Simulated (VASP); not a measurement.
# LiH17O9 in VASP: a series of runs

The runs below take LiH17O9 through single point, with r2SCAN+D3(BJ).

Everything below comes from runs of VASP 6.6.1. Logs are shortened: lines on timing, memory, paths and dates and some standing lists are left out, and cuts for length are marked.

### 1 The cell of the first run

The cell holds a disordered packing, 27 atoms: a = 6.573 Å, b = 6.573 Å, c = 6.573 Å, α = 90.00°, β = 90.00°, γ = 90.00°.

### 2 Single point, r2SCAN+D3(BJ)

Contents of POSCAR:

```
LiH17O9
1.0
    6.5731380000      0.0000000000      0.0000000000
    0.0000000000      6.5731380000      0.0000000000
    0.0000000000      0.0000000000      6.5731380000
O H Li
9 17 1
Direct
    0.7981119520      0.4288971265      0.9906683840
    0.2011976624      0.3842609116      0.5045535329
    0.4275583443      0.8049427838      0.8582202291
    0.6764957620      0.6931240452      0.4244243769
    0.8855891965      0.1738743352      0.3026408391
    0.0014300628      0.8177068548      0.7379276078
    0.6147292207      0.1779667489      0.6258046005
    0.4261434949      0.3487527571      0.1311093727
   -0.0739677153      0.8046385151      0.1416674958
    0.8348980350      0.5646618099      1.0458779353
    0.8680481073      0.3406896371      1.0914117428
    0.2885988397      0.3002219031      0.5956363612
    0.2846433469      0.4097738401      0.3855084132
    0.3095477381      0.8379559352      0.7781215000
    0.4033841979      0.6762219202      0.9212494854
    0.6713384079      0.5467251714      0.4281516682
    0.7790495194      0.7233074979      0.3019866615
    1.0124235943      0.2154374364      0.3717402556
    0.8987640302      0.0250869524      0.2579589840
    0.0067699781      0.6978554231      0.6516217977
   -0.0250260986      0.7881471529      0.8816945575
    0.6839807714      0.1804161118      0.4947104412
    0.6795993025      0.2840043827      0.7043059190
    0.5597174439      0.3846564609      0.0698144478
    0.4022431904      0.2159090529      0.0629531892
    0.0660567297      0.7819248584      0.1718053082
    0.6642337343      0.8702692687      0.6598218385
```

Contents of INCAR.step1:

```
PREC = Accurate ; ENCUT = 720
ISMEAR = -1 ; SIGMA = 0.05
LREAL = False ; LASPH = True
NELM = 120 ; NBANDS = 56
GGA = PE ; ALGO = Normal
EDIFF = 1E-5 ; LWAVE = True
LCHARG = False ; GGA_COMPAT = False
```

Contents of INCAR.step2:

```
PREC = Accurate ; ENCUT = 720
EDIFF = 1E-6 ; ISMEAR = -1
SIGMA = 0.05 ; LREAL = False
LASPH = True ; NELM = 120
ALGO = Normal ; ISIF = 2
LWAVE = False ; LCHARG = False
METAGGA = R2SCAN ; LMIXTAU = True
IVDW = 12 ; VDW_S6 = 1.0
VDW_S8 = 0.78981345 ; VDW_A1 = 0.49484001
VDW_A2 = 5.73083694 ; NBANDS = 56
ISTART = 1 ; GGA_COMPAT = False
```

Contents of KPOINTS:

```
Automatic mesh
0
Gamma
  1 1 1
```

Potentials or basis: VASP PAW PBE potentials, release 64 (O, H, Li_sv).

Run with:

```sh
> cat potpaw_PBE.64/O/POTCAR potpaw_PBE.64/H/POTCAR potpaw_PBE.64/Li_sv/POTCAR > POTCAR
> cp INCAR.step1 INCAR
> mpirun -np 1 vasp_gam > vasp.out
> cp INCAR.step2 INCAR
> mpirun -np 1 vasp_gam > vasp.out
```

OUTCAR:

```text
PREC = Accurate
   ENCUT = 720
   EDIFF = 1E-6
   ISMEAR = -1
   LREAL = False
   LASPH = True
   NELM = 120
   ISIF = 2
   METAGGA = R2SCAN
   IVDW = 12
   ISTART = 1
 IVDW          = 12

 ion  position               nearest neighbor table
   1  0.798  0.429  0.991-  11 0.99  10 0.99
   2  0.201  0.384  0.505-  13 0.97  12 1.00
   3  0.428  0.805  0.858-  15 0.96  14 0.96  27 2.07
   4  0.676  0.693  0.424-  16 0.96  17 1.07  27 1.94
   5  0.886  0.174  0.303-  18 0.99  19 1.02
   6  0.001  0.818  0.738-  20 0.97  21 0.98
   7  0.615  0.178  0.626-  23 0.97  22 0.97  27 2.06
   8  0.426  0.349  0.131-  25 0.99  24 0.99
   9  0.926  0.805  0.142-  26 0.95
  10  0.835  0.565  0.046-   1 0.99
  11  0.868  0.341  0.091-   1 0.99
  12  0.289  0.300  0.596-   2 1.00
  13  0.285  0.410  0.386-   2 0.97
  14  0.310  0.838  0.778-   3 0.96
[... 10 lines left out ...]
  25  0.402  0.216  0.063-   8 0.99
  26  0.066  0.782  0.172-   9 0.95
  27  0.664  0.870  0.660-   4 1.94   7 2.06   3 2.07

  LATTYP: Found a simple cubic cell.
 ALAT       =     6.5731380000

  Lattice vectors:

 A1 = (   6.5731380000,   0.0000000000,   0.0000000000)
 A2 = (   0.0000000000,   6.5731380000,   0.0000000000)
 A3 = (   0.0000000000,   0.0000000000,   6.5731380000)

Analysis of symmetry for initial positions (statically):
=====================================================================
 Subroutine PRICEL returns:
 Original cell was already a primitive cell.

 Routine SETGRP: Setting up the symmetry group for a
 simple cubic supercell.

 Subroutine GETGRP returns: Found  1 space group operations
 (whereof  1 operations were pure point group operations)
 out of a pool of 48 trial point group operations.

The static configuration has the point symmetry C_1 .

Analysis of symmetry for dynamics (positions and initial velocities):
=====================================================================
 Subroutine PRICEL returns:
 Original cell was already a primitive cell.

 Routine SETGRP: Setting up the symmetry group for a
 simple cubic supercell.

 Subroutine GETGRP returns: Found  1 space group operations
 (whereof  1 operations were pure point group operations)
 out of a pool of 48 trial point group operations.

The dynamic configuration has the point symmetry C_1 .

 Subroutine INISYM returns: Found  1 space group operations
 (whereof  1 operations are pure point group operations),
 and found     1 'primitive' translations

----------------------------------------------------------------------------------------

                                     Primitive cell

  volume of cell :     283.9999

  direct lattice vectors                    reciprocal lattice vectors
     6.573138000  0.000000000  0.000000000     0.152134338  0.000000000  0.000000000
     0.000000000  6.573138000  0.000000000     0.000000000  0.152134338  0.000000000
     0.000000000  0.000000000  6.573138000     0.000000000  0.000000000  0.152134338

  length of vectors
     6.573138000  6.573138000  6.573138000     0.152134338  0.152134338  0.152134338

  position of ions in fractional coordinates (direct lattice)
     0.798111952  0.428897126  0.990668384
     0.201197662  0.384260912  0.504553533
     0.427558344  0.804942784  0.858220229
     0.676495762  0.693124045  0.424424377
     0.885589196  0.173874335  0.302640839
     0.001430063  0.817706855  0.737927608
[... 19 lines left out ...]
     0.066056730  0.781924858  0.171805308
     0.664233734  0.870269269  0.659821839

  ion indices of the primitive-cell ions
   primitive index   ion index
                 1           1
                 2           2
                 3           3
                 4           4
                 5           5
                 6           6
[... 19 lines left out ...]
                26          26
                27          27

----------------------------------------------------------------------------------------

 KPOINTS: Automatic mesh

Automatic generation of k-mesh.
 Grid dimensions read from file:
 generate k-points for:    1    1    1

 Generating k-lattice:

  Cartesian coordinates                     Fractional coordinates (reciprocal lattice)
     0.152134338  0.000000000  0.000000000     1.000000000  0.000000000  0.000000000
     0.000000000  0.152134338  0.000000000     0.000000000  1.000000000  0.000000000
     0.000000000  0.000000000  0.152134338     0.000000000  0.000000000  1.000000000

  Length of vectors
     0.152134338  0.152134338  0.152134338

  Shift w.r.t. Gamma in fractional coordinates (k-lattice)
     0.000000000  0.000000000  0.000000000

 Subroutine IBZKPT returns following result:
 ===========================================

 Found      1 irreducible k-points:

 Following reciprocal coordinates:
            Coordinates               Weight
  0.000000  0.000000  0.000000      1.000000
   k-points           NKPTS =      1   k-points in BZ     NKDIM =      1   number of bands    NBANDS=     56
   number of dos      NEDOS =    301   number of ions     NIONS =     27
   total plane-waves  NPLWV = 216000
   dimension x,y,z NGX =    60 NGY =   60 NGZ =   60
   dimension x,y,z NGXF=   120 NGYF=  120 NGZF=  120
   ions per type =               9  17   1
   NGX,Y,Z   is equivalent  to a cutoff of  15.18, 15.18, 15.18 a.u.
   NGXF,Y,Z  is equivalent  to a cutoff of  30.35, 30.35, 30.35 a.u.
 SYSTEM =  unknown system
   PREC   = accura    normal or accurate (medium, high low for compatibility)
   ISTART =      1    job   : 0-new  1-cont  2-samecut
   ICHARG =      0    charge: 1-file 2-atom 10-const
   ISPIN  =      1    spin polarized calculation?
   LNONCOLLINEAR =      F non collinear calculations
   LSORBIT =      F    spin-orbit coupling
   LASPH  =      T    aspherical Exc in radial PAW
   ENCUT  =  720.0 eV  52.92 Ry    7.27 a.u.  14.38 14.38 14.38*2*pi/ulx,y,z
   NELM   =    120;   NELMIN=  2; NELMDL=  0     # of ELM steps
   EDIFF  = 0.1E-05   stopping-criterion for ELM
   LREAL  =      F    real-space projection
   EDIFFG = 0.1E-04   stopping-criterion for IOM
   NSW    =      0    number of steps for IOM
   IBRION =     -1    ionic relax: 0-MD 1-quasi-New 2-CG
   NFREE  =      0    steps in history (QN), initial steepest desc. (CG)
   ISIF   =      2    stress and relaxation
   ISYM   =      2    0-nonsym 1-usesym 2-fastsym
   POTIM  = 0.5000    time-step for ionic-motion
   TEBEG  =    0.0;   TEEND  =   0.0 temperature during run
   PSTRESS=    0.0 pullay stress
   NELECT =      74.0000    total number of electrons
   NUPDOWN=      -1.0000    fix difference up-down
   EMIN   =  10.00;   EMAX   =-10.00  energy-range for DOS
   EFERMI =   0.00;   METHOD = LEGACY
   ISMEAR =    -1;   SIGMA  =   0.05  broadening in eV -4-tet -1-fermi 0-gaus
   EFERMI_NEDOS =   21; number of points for ismear=-14 and -15
   IALGO  =     38    algorithm
   IMIX   =      4    mixing-type and parameters
     AMIX     =   0.40;   BMIX     =  1.00
     AMIX_MAG =   1.60;   BMIX_MAG =  1.00
  volume/ion in A,a.u.               =      10.52        70.98
  Fermi-wavevector in a.u.,A,eV,Ry     =   1.045633  1.975960 14.875910  1.093349
  Thomas-Fermi vector in A             =   2.180437
   LORBIT       =      0    0 simple, 1 ext, 2 COOP (PROOUT), +10 PAW based schemes
   METAGGA = R2SCAN    functional components
   LHFCALC =     F    Hartree Fock is set to
   AEXX    =    0.0000 exact exchange contribution
   IVDW    =    12    specifies the selected vdW correction
   LEPSILON=     F    determine dielectric tensor
   LRPA    =     F    only Hartree local field effects (RPA)
 non-spin polarized calculation
  energy-cutoff  :      720.00
  volume of cell :      284.00
 maximum number of plane-waves:      6267
 NGX is ok and might be reduce to    60
   NGX = 29   NGY = 29   NGZ = 29

 number of electron      74.0000008 magnetization

 Free energy of the ion-electron system (eV)
  ---------------------------------------------------
  ext. energy  EPLUGINS =         0.00000000
  ---------------------------------------------------
  free energy    TOTEN  =      -142.84985350 eV

  energy without entropy =     -142.84985350  energy(sigma->0) =     -142.84985350

 E-fermi :  -2.2666     XC(G=0):  -6.9879

 val. band max:       -3.5612964566   @ k =   0.0000   0.0000   0.0000
 cond. band min:       1.1016077343   @ k =   0.0000   0.0000   0.0000
 fundamental gap:      4.6629041909
 Fermi energy:        -2.2665703879

 k-point     1 :       0.0000    0.0000    0.0000
  band No.  band energies     occupation
      1     -47.8684      2.00000
      2     -24.1272      2.00000
      3     -24.0449      2.00000
      4     -23.5827      2.00000
      5     -23.3986      2.00000
      6     -23.3460      2.00000
[... 41 lines left out ...]
     48       7.0138      0.00000
     49       7.1124      0.00000
 [bands above 49 left out]

------------------------ aborting loop because EDIFF is reached ----------------------------------------

 Edisp (eV)   -0.49087

 E8    (eV) :    -0.0783

  FORCE on cell =-STRESS in cart. coord.  units (eV):
  Direction    XX          YY          ZZ          XY          YZ          ZX
  --------------------------------------------------------------------------------------
  -------------------------------------------------------------------------------------
  Total      -2.86030    -4.73411    -3.71803     0.46698    -2.23312     0.53522
  in kB     -16.13631   -26.70736   -20.97516     2.63446   -12.59811     3.01942
  external pressure =      -21.27 kB  Pullay stress =        0.00 kB

 VOLUME and BASIS-vectors are now :
 -----------------------------------------------------------------------------
  energy-cutoff  :      720.00
  volume of cell :      284.00
      direct lattice vectors                 reciprocal lattice vectors
     6.573138000  0.000000000  0.000000000     0.152134338  0.000000000  0.000000000
     0.000000000  6.573138000  0.000000000     0.000000000  0.152134338  0.000000000
     0.000000000  0.000000000  6.573138000     0.000000000  0.000000000  0.152134338

 POSITION                                       TOTAL-FORCE (eV/Angst)
 -----------------------------------------------------------------------------------
      5.24610      2.81920      6.51180         0.334257      0.312781      0.359217
      1.32250      2.52580      3.31650         0.340720     -0.664312      0.892071
      2.81040      5.29100      5.64120         0.999885      0.658332     -0.317582
      4.44670      4.55600      2.78980         0.831722      0.129399     -0.847747
      5.82110      1.14290      1.98930         0.304228     -0.525584      0.213289
      0.00940      5.37490      4.85050        -0.088155      0.421606     -1.040803
[... 19 lines left out ...]
      0.43420      5.13970      1.12930         0.618341     -0.239953      0.348077
      4.36610      5.72040      4.33710         0.168788      0.010583      0.269218
 -----------------------------------------------------------------------------------
    total drift:                               -0.002680      0.008792     -0.007566

  FREE ENERGIE OF THE ION-ELECTRON SYSTEM (eV)
  ---------------------------------------------------
  free  energy   TOTEN  =      -143.3407266096 eV

  energy  without entropy=     -143.3407266096  energy(sigma->0) =     -143.34072661
```

Run time: 3.2 min. Hardware: 1 thread of Intel Xeon Platinum 8259CL at 2.50GHz (Skylake/Cascade Lake), shared host; peak memory 0.52 GiB.

Results:

```yaml
Free_energy: -143.3407 eV
Pressure: -2.1 GPa
Largest_force: 1.491 eV/Å
Dispersion_energy_per_atom: -0.018 eV
```

Forces on the atoms (eV/Å):
```
O    0.334  0.313  0.359
O    0.341 -0.664  0.892
O    1.000  0.658 -0.318
O    0.832  0.129 -0.848
O    0.304 -0.526  0.213
O   -0.088  0.422 -1.041
O   -0.420 -0.269  0.183
O   -0.095 -1.101 -1.000
O   -0.907 -0.168 -0.198
H   -0.015  0.152 -0.378
H   -0.489 -0.352 -0.297
H   -0.579  0.770 -0.933
H    0.290 -0.165 -0.193
H   -0.750 -0.158  0.031
H   -0.200 -0.517  0.191
H   -0.221 -0.080  0.058
H   -0.406  0.263  0.841
H   -0.405 -0.100 -0.002
H    0.127  0.658 -0.280
H   -0.015 -0.071  0.610
H   -0.119 -0.202  0.428
H    0.461  0.149 -0.516
H    0.217 -0.071  0.410
H    0.134  0.177  0.389
H   -0.116  0.982  0.782
H    0.618 -0.240  0.348
Li   0.169  0.011  0.269
```

Caveat: the k points lie up to 0.96 Å⁻¹ apart; the PAW data sets were made with another functional, which shifts forces and pressure a little.

[end of part 1 of 2]
